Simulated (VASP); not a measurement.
A run of VASP 6.6.1 is set up as follows.

The input INCAR:

```
PREC = Accurate
ENCUT = 600
EDIFF = 1E-7
ISMEAR = 0
SIGMA = 0.1
LREAL = F
LASPH = T
NELM = 100
ALGO = Normal
ISIF = 3
LWAVE = F
LCHARG = F
GGA = PE
IBRION = 2
NSW = 100
EDIFFG = -0.01
```

KPOINTS

```
regular mesh
0
Gamma
  15 15 6
```

The input POSCAR:

```
AlHgSe2
1.0
    3.7834004478      0.0000000000      0.0000000000
   -1.8917002239      3.2765209005      0.0000000000
    0.0000000000      0.0000000000      7.4320831545
Al Hg Se
1 1 2
Direct
    0.0000000000      0.0000000000      0.5000000000
    0.0000000000      0.0000000000      0.0000000000
    0.3333333333      0.6666666667      0.6886570904
    0.6666666667      0.3333333333      0.3113429096
```

Potentials or basis: VASP PAW PBE potentials, release 64 (Al, Hg, Se).

The run is started by

```bash
$ cat potpaw_PBE.64/Al/POTCAR potpaw_PBE.64/Hg/POTCAR potpaw_PBE.64/Se/POTCAR > POTCAR
$ mpirun -np 1 vasp_std > vasp.out
```

Task: Estimate the band gap on the k mesh.

Result: Zero (an odd number of electrons rules out a gap without spin polarisation).

Task: What does it give for the space group after relaxing (to 0.1 Å)?

Result: P-3m1 (No. 164).

Final structure:
```
Al Hg Se
1.0
     3.77788    0.00000    0.00000
    -1.88894    3.27174    0.00000
     0.00000    0.00000    7.48393
Al Hg Se
1 1 2
Direct
  0.00000 0.00000 0.50000
  0.00000 0.00000 0.00000
  0.33333 0.66667 0.68805
  0.66667 0.33333 0.31195
```

Caveat: spin-orbit coupling is left out, which moves the levels of the heavy elements; an odd number of electrons without spin polarisation forces a metal; a magnetic or distorted state may lie lower.
